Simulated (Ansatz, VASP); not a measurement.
# MgCd5O6: VASP beside Ansatz

```
CELL_PARAMETERS angstrom
3.55969 0.00000 0.00000
-1.77985 3.08278 0.00000
0.00000 0.00000 17.43886
ATOMIC_POSITIONS crystal
Mg 0.00000 0.00000 0.50000
Cd 0.66667 0.33333 0.66667
Cd 0.33333 0.66667 0.33333
Cd 0.66667 0.33333 0.16667
Cd 0.00000 0.00000 0.00000
Cd 0.33333 0.66667 0.83333
O 0.33333 0.66667 0.58333
O 0.66667 0.33333 0.41667
O 0.00000 0.00000 0.25000
O 0.33333 0.66667 0.08333
O 0.66667 0.33333 0.91667
O 0.00000 0.00000 0.75000
```

Alike in both runs: task single point; functional PBE; k mesh 6 × 6 × 1; occupations gaussian, width 0.1 eV; collinear spin.

|  | VASP | Ansatz |
| --- | --- | --- |
| version | VASP 6.6.1 | Ansatz 0.2.0 |
| potentials or method | VASP PAW PBE potentials, release 64 (Mg, Cd, O), cutoff 520 eV | scalar-relativistic, plane waves, PAW |
| valence electrons in the cell | 98 | 146 |

VASP gave:

* gap on the k mesh at the Fermi level (eV): none
* pressure (GPa): -15.6
* traceless stress, the component that is largest in VASP (GPa): -0.08
* rms of the force components (eV/Å): 0.210
* net moment per atom (μB): 0.00

Q: What did Ansatz give for the same quantities?

A: gap on the k mesh at the Fermi level (eV): none; pressure (GPa): -16.0; traceless stress, the component that is largest in VASP (GPa): -0.08; rms of the force components (eV/Å): 0.199; net moment per atom (μB): 0.00.

Atom by atom the forces differ by 0.010 eV/Å (rms over components). A gap of «none» marks a metal or a gap that the smearing closes. The functional is the same, so the differences come from potentials, cutoffs and numerics. VASP's potentials hold 98 valence electrons a cell and Ansatz's 146, so a difference there can come from the potentials and not from the codes. Ansatz's warnings: seeded moment not kept.

The k mesh is coarse, so the values compare programs but aren't converged.
